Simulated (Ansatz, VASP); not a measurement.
# InSb in VASP and in Ansatz

Contents of INCAR:

```
SYSTEM = InSb
PREC = Accurate
ENCUT = 520
EDIFF = 1E-6
ISMEAR = 0
SIGMA = 0.15
LREAL = .False.
LASPH = .True.
NELM = 100
ALGO = Normal
ISIF = 2
LWAVE = .False.
LCHARG = .False.
GGA = PE
NBANDS = 16
```

File KPOINTS:

```
regular mesh
0
Gamma
  14 14 14
  0 0 0
```

The input POSCAR:

```
InSb
1.0
    0.0000000000      3.7392678073      2.4305240747
    3.7392678073      0.0000000000      2.4305240747
    3.7392678073      3.7392678073      0.0000000000
In Sb
1 1
Direct
    0.0000000000      0.0000000000      0.0000000000
    0.7500000000      0.7500000000      0.7500000000
```

Input for Ansatz:

```yaml
crystal:
  lattice:
    - [0.0, 3.7392678073, 2.4305240747]
    - [3.7392678073, 0.0, 2.4305240747]
    - [3.7392678073, 3.7392678073, 0.0]
  atoms:
    - { symbol: In, position: [0.0, 0.0, 0.0] }
    - { symbol: Sb, position: [0.75, 0.75, 0.75] }
basis:
  ecutwfc: 420
kpoints:
  mp_grid: { grid: [14, 14, 14] }
hamiltonian:
  xc: pbe
scf:
  occupations: { method: gaussian, width: 0.15 }
output:
  forces: true
  stress: true
  eigenvalues: true
```

Alike in both runs: task single point; functional PBE; k mesh 14 × 14 × 14; occupations gaussian, width 0.15 eV; no spin polarisation.

|  | VASP | Ansatz |
| --- | --- | --- |
| version | VASP 6.6.1 | Ansatz 0.2.0 |
| potentials or method | VASP PAW PBE potentials, release 64 (In_d, Sb), cutoff 520 eV | scalar-relativistic, plane waves, PAW |
| valence electrons in the cell | 18 | 28 |

|  | VASP | Ansatz | Ansatz less VASP |
| --- | --- | --- | --- |
| gap on the k mesh at the Fermi level (eV) | none | none | - |
| pressure (GPa) | 0.0 | 0.0 | +0.03 |
| traceless stress, the component that is largest in VASP (GPa) | 2.06 | 2.07 | +0.008 |

A gap of «none» marks a metal or a gap that the smearing closes. VASP's potentials hold 18 valence electrons a cell and Ansatz's 28, so a difference there can come from the potentials and not from the codes.

Neither program's run includes spin-orbit coupling.
